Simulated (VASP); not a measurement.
# TiAl (P-6m2) in VASP: a series of runs

Runs on TiAl. Level: PBE. Tasks: single point.

All numbers are computed with VASP 6.6.1; they aren't measurements. Logs are shortened: lines on timing, memory, paths and dates and some standing lists are left out, and cuts for length are marked.

**1. The cell of the first run**

It takes space group P-6m2 (No. 187, hexagonal). Conventional cell: a = 2.917 Å, b = 2.917 Å, c = 4.277 Å, α = 90.00°, β = 90.00°, γ = 120.00°. Ti (site symmetry -6m2) has 6 Al at 2.72 Å and 6 Ti at 2.92 Å within 3.6 Å. Al (site symmetry -6m2) has 6 Ti at 2.72 Å and 6 Al at 2.92 Å within 3.6 Å.

**2. Single point, PBE**

Contents of INCAR:

```
SYSTEM = TiAl
  ALGO = Fast
  EDIFF = 1E-6
  ENCUT = 520
  GGA = PE
  ISIF = 2
  ISMEAR = 0
  LASPH = .True.
  LCHARG = .True.
  LELF = .True.
  LREAL = .False.
  LVHAR = .True.
  LWAVE = .False.
  NBANDS = 14
  NELM = 80
  PREC = Accurate
  SIGMA = 0.15
```

Contents of KPOINTS:

```
k-points
0
Gamma
  18 18 10
  0 0 0
```

Contents of POSCAR:

```
TiAl
1.0
    2.9170000000      0.0000000000      0.0000000000
   -1.4585000000      2.5261961028      0.0000000000
    0.0000000000      0.0000000000      4.2765000000
Ti Al
1 1
Direct
    0.0000000000      0.0000000000      0.0000000000
    0.3333333333      0.6666666667      0.5000000000
```

Potentials or basis: VASP PAW PBE potentials, release 64 (Ti_sv, Al).

Run with:

```sh
$ cat potpaw_PBE.64/Ti_sv/POTCAR potpaw_PBE.64/Al/POTCAR > POTCAR
$ mpirun -np 1 vasp_std > vasp.out
```

OUTCAR:

```text
SYSTEM = TiAl
   EDIFF = 1E-6
   ENCUT = 520
   GGA = PE
   ISIF = 2
   ISMEAR = 0
   LASPH = .True.
   LREAL = .False.
   NELM = 80
   PREC = Accurate

 ion  position               nearest neighbor table
   1  0.000  0.000  0.000-   2 2.72   2 2.72   2 2.72   2 2.72   2 2.72   2 2.72
   2  0.333  0.667  0.500-   1 2.72   1 2.72   1 2.72   1 2.72   1 2.72   1 2.72

  LATTYP: Found a hexagonal cell.
 ALAT       =     2.9170000000
 C/A-ratio  =     1.4660610216

  Lattice vectors:

 A1 = (   2.9170000000,   0.0000000000,   0.0000000000)
 A2 = (  -1.4585000000,   2.5261961028,   0.0000000000)
 A3 = (   0.0000000000,   0.0000000000,   4.2765000000)

Analysis of symmetry for initial positions (statically):
=====================================================================
 Subroutine PRICEL returns:
 Original cell was already a primitive cell.

 Routine SETGRP: Setting up the symmetry group for a
 hexagonal supercell.

 Subroutine GETGRP returns: Found 12 space group operations
 (whereof 12 operations were pure point group operations)
 out of a pool of 24 trial point group operations.

The static configuration has the point symmetry D_3h.

Analysis of symmetry for dynamics (positions and initial velocities):
=====================================================================
 Subroutine PRICEL returns:
 Original cell was already a primitive cell.

 Routine SETGRP: Setting up the symmetry group for a
 hexagonal supercell.

 Subroutine GETGRP returns: Found 12 space group operations
 (whereof 12 operations were pure point group operations)
 out of a pool of 24 trial point group operations.

The dynamic configuration has the point symmetry D_3h.

 Subroutine INISYM returns: Found 12 space group operations
 (whereof 12 operations are pure point group operations),
 and found     1 'primitive' translations

----------------------------------------------------------------------------------------

                                     Primitive cell

  volume of cell :      31.5132

  direct lattice vectors                    reciprocal lattice vectors
     2.917000000  0.000000000  0.000000000     0.342817964  0.197926044  0.000000000
    -1.458500000  2.526196103  0.000000000     0.000000000  0.395852087  0.000000000
     0.000000000  0.000000000  4.276500000     0.000000000  0.000000000  0.233836081

  length of vectors
     2.917000000  2.917000000  4.276500000     0.395852087  0.395852087  0.233836081

  position of ions in fractional coordinates (direct lattice)
     0.000000000  0.000000000  0.000000000
     0.333333333  0.666666667  0.500000000

  ion indices of the primitive-cell ions
   primitive index   ion index
                 1           1
                 2           2

----------------------------------------------------------------------------------------

 KPOINTS: k-points

Automatic generation of k-mesh.
 Grid dimensions read from file:
 generate k-points for:   18   18   10

 Generating k-lattice:

  Cartesian coordinates                     Fractional coordinates (reciprocal lattice)
     0.019045442  0.010995891  0.000000000     0.055555556  0.000000000  0.000000000
     0.000000000  0.021991783  0.000000000     0.000000000  0.055555556  0.000000000
     0.000000000  0.000000000  0.023383608     0.000000000  0.000000000  0.100000000

  Length of vectors
     0.021991783  0.021991783  0.023383608

  Shift w.r.t. Gamma in fractional coordinates (k-lattice)
     0.000000000  0.000000000  0.000000000

 Subroutine IBZKPT returns following result:
 ===========================================

 Found    222 irreducible k-points:

 Following reciprocal coordinates:
            Coordinates               Weight
  0.000000  0.000000  0.000000      1.000000
  0.055556  0.000000  0.000000      6.000000
  0.111111  0.000000  0.000000      6.000000
  0.166667  0.000000  0.000000      6.000000
  0.222222 -0.000000  0.000000      6.000000
  0.277778  0.000000  0.000000      6.000000
[... 16 lines left out ...]
  0.333333  0.111111  0.000000     12.000000
  0.388889  0.111111  0.000000     12.000000
 [... further k-points ...]
   k-points           NKPTS =    222   k-points in BZ     NKDIM =    222   number of bands    NBANDS=     14
   number of dos      NEDOS =    301   number of ions     NIONS =      2
   total plane-waves  NPLWV =  18432
   dimension x,y,z NGX =    24 NGY =   24 NGZ =   32
   dimension x,y,z NGXF=    48 NGYF=   48 NGZF=   64
   ions per type =               1   1
   NGX,Y,Z   is equivalent  to a cutoff of  13.68, 13.68, 12.44 a.u.
   NGXF,Y,Z  is equivalent  to a cutoff of  27.36, 27.36, 24.88 a.u.
 SYSTEM =  TiAl
   PREC   = accura    normal or accurate (medium, high low for compatibility)
   ISTART =      0    job   : 0-new  1-cont  2-samecut
   ICHARG =      2    charge: 1-file 2-atom 10-const
   ISPIN  =      1    spin polarized calculation?
   LNONCOLLINEAR =      F non collinear calculations
   LSORBIT =      F    spin-orbit coupling
   LASPH  =      T    aspherical Exc in radial PAW
   ENCUT  =  520.0 eV  38.22 Ry    6.18 a.u.   5.42  5.42  7.95*2*pi/ulx,y,z
   NELM   =     80;   NELMIN=  2; NELMDL= -5     # of ELM steps
   EDIFF  = 0.1E-05   stopping-criterion for ELM
   LREAL  =      F    real-space projection
   EDIFFG = 0.1E-04   stopping-criterion for IOM
   NSW    =      0    number of steps for IOM
   IBRION =     -1    ionic relax: 0-MD 1-quasi-New 2-CG
   NFREE  =      0    steps in history (QN), initial steepest desc. (CG)
   ISIF   =      2    stress and relaxation
   ISYM   =      2    0-nonsym 1-usesym 2-fastsym
   POTIM  = 0.5000    time-step for ionic-motion
   TEBEG  =    0.0;   TEEND  =   0.0 temperature during run
   PSTRESS=    0.0 pullay stress
   NELECT =      15.0000    total number of electrons
   NUPDOWN=      -1.0000    fix difference up-down
   EMIN   =  10.00;   EMAX   =-10.00  energy-range for DOS
   EFERMI =   0.00;   METHOD = LEGACY
   ISMEAR =     0;   SIGMA  =   0.15  broadening in eV -4-tet -1-fermi 0-gaus
   EFERMI_NEDOS =   21; number of points for ismear=-14 and -15
   IALGO  =     68    algorithm
   IMIX   =      4    mixing-type and parameters
     AMIX     =   0.40;   BMIX     =  1.00
     AMIX_MAG =   1.60;   BMIX_MAG =  1.00
  volume/ion in A,a.u.               =      15.76       106.33
  Fermi-wavevector in a.u.,A,eV,Ry     =   1.278227  2.415498 22.230067  1.633864
  Thomas-Fermi vector in A             =   2.410782
   LORBIT       =      0    0 simple, 1 ext, 2 COOP (PROOUT), +10 PAW based schemes
   GGA     = PE    functional components
   LHFCALC =     F    Hartree Fock is set to
   AEXX    =    0.0000 exact exchange contribution
   IVDW    =     0    specifies the selected vdW correction
   LEPSILON=     F    determine dielectric tensor
   LRPA    =     F    only Hartree local field effects (RPA)
 non-spin polarized calculation
 RMM-DIIS sequential band-by-band and
 Gauss-broadening in eV      SIGMA  =   0.15
  energy-cutoff  :      520.00
  volume of cell :       31.51
 maximum number of plane-waves:       875
 NGX is ok and might be reduce to    24
   NGX = 11   NGY = 11   NGZ = 15

 number of electron      14.9999997 magnetization

 Free energy of the ion-electron system (eV)
  ---------------------------------------------------
  ext. energy  EPLUGINS =         0.00000000
  ---------------------------------------------------
  free energy    TOTEN  =       -11.95786908 eV

  energy without entropy =      -11.92770235  energy(sigma->0) =      -11.94278571

 E-fermi :   8.3678     XC(G=0): -11.1683

 val. band max:        8.3672998073   @ k =   0.0556   0.0556   0.3000
 cond. band min:       8.3708140574   @ k =   0.3333   0.3333   0.3000
 fundamental gap:      0.0035142501
 Fermi energy:         8.3677901081

 k-point     1 :       0.0000    0.0000    0.0000
  band No.  band energies     occupation
      1     -48.0762      2.00000
      2     -24.4244      2.00000
      3     -24.0282      2.00000
      4     -24.0282      2.00000
      5      -0.6165      2.00000
      6       6.3842      2.00000
      7       7.4829      2.00000
      8       9.5995      0.00000
      9       9.5995      0.00000
     10      10.9695      0.00000
     11      10.9695      0.00000
     12      13.8632      0.00000
     13      20.5732      0.00000
     14      20.5732      0.00000

 k-point     2 :       0.0556    0.0000    0.0000
  band No.  band energies     occupation
      1     -48.0739      2.00000
      2     -24.4219      2.00000
      3     -24.0437      2.00000
      4     -24.0317      2.00000
      5      -0.5413      2.00000
      6       6.4558      2.00000
      7       7.4560      2.00000
      8       9.5210      0.00000
      9       9.6589      0.00000
     10      10.9475      0.00000
     11      11.0316      0.00000
     12      13.8697      0.00000
     13      19.4798      0.00000
     14      19.9218      0.00000

 k-point     3 :       0.1111    0.0000    0.0000
  band No.  band energies     occupation
      1     -48.0671      2.00000
      2     -24.4148      2.00000
      3     -24.0881      2.00000
      4     -24.0418      2.00000
      5      -0.3172      2.00000
      6       6.6603      2.00000
      7       7.3830      2.00000
      8       9.3037      0.00000
      9       9.8338      0.00000
     10      10.8849      0.00000
     11      11.2092      0.00000
     12      13.8821      0.00000
     13      17.8145      0.00000
     14      19.0425      0.00000
[... 324 lines left out ...]
 k-point    23 :       0.3333    0.1111    0.0000
  band No.  band energies     occupation
      1     -48.0043      2.00000
      2     -24.4589      2.00000
      3     -24.3489      2.00000
      4     -24.1639      2.00000
      5       3.0044      2.00000
      6       6.8903      2.00000
      7       7.0194      2.00000
      8       7.7614      2.00000
      9       9.9444      0.00000
     10      11.3707      0.00000
     11      12.6980      0.00000
     12      13.4269      0.00000
     13      14.1491      0.00000
     14      15.1733      0.00000

 k-point    24 :       0.3889    0.1111    0.0000
  band No.  band energies     occupation
      1     -47.9978      2.00000
      2     -24.4954      2.00000
      3     -24.3421      2.00000
      4     -24.1766      2.00000
      5       3.9145      2.00000
      6       6.0843      2.00000
      7       7.0084      2.00000
      8       7.5701      2.00000
      9       9.8359      0.00000
     10      11.6230      0.00000
     11      12.7343      0.00000
     12      13.7657      0.00000
     13      13.9750      0.00000
     14      15.4135      0.00000

 [... further k-points ...]
[... 5 lines left out ...]
  --------------------------------------------------------------------------------------
  -------------------------------------------------------------------------------------
  Total        0.8460455      0.8460455      3.6418959      0.0000000      0.0000000      0.0000000
  in kB       43.0142480     43.0142480    185.1595599      0.0000000      0.0000000      0.0000000
  external PRESSURE =      90.3960186 kB  Pullay stress =       0.0000000 kB

 VOLUME and BASIS-vectors are now :
 -----------------------------------------------------------------------------
  energy-cutoff  :      520.00
  volume of cell :       31.51
      direct lattice vectors                 reciprocal lattice vectors
     2.917000000  0.000000000  0.000000000     0.342817964  0.197926044  0.000000000
    -1.458500000  2.526196103  0.000000000     0.000000000  0.395852087  0.000000000
     0.000000000  0.000000000  4.276500000     0.000000000  0.000000000  0.233836081

 POSITION                                       TOTAL-FORCE (eV/Angst)
 -----------------------------------------------------------------------------------
      0.00000      0.00000      0.00000         0.000000      0.000000      0.000000
     -0.00000      1.68413      2.13825        -0.000000      0.000000      0.000000
 -----------------------------------------------------------------------------------
    total drift:                                0.000000     -0.000000      0.000000

  FREE ENERGIE OF THE ION-ELECTRON SYSTEM (eV)
  ---------------------------------------------------
  free  energy   TOTEN  =       -11.9578690824 eV

  energy  without entropy=      -11.9277023459  energy(sigma->0) =      -11.94278571
```

Run time: 100 s. Hardware: 1 thread of Intel Xeon Platinum 8488C (Sapphire Rapids), shared host; peak memory 0.22 GiB.

What came out:

| Item | Value |
| --- | --- |
| Free energy | -11.9579 eV |
| Pressure | 9.0 GPa |

Levels at points of the mesh, in eV from the Fermi level:
| k point | band 6 | band 7 | band 8 | band 9 | band 10 | band 11 |
| --- | --- | --- | --- | --- | --- | --- |
| (0.00, 0.00, 0.00) | -1.98 | -0.88 | 1.23 | 1.23 | 2.60 | 2.60 |
| (0.50, 0.00, 0.00) | -3.07 | -1.49 | -0.92 | 1.92 | 3.83 | 4.50 |
| (0.00, 0.00, 0.50) | -5.18 | 0.12 | 1.27 | 1.27 | 2.42 | 2.42 |
| (0.50, 0.00, 0.50) | -2.29 | -1.88 | 0.46 | 1.21 | 1.54 | 3.84 |

(Continued in part 2 of 2.)
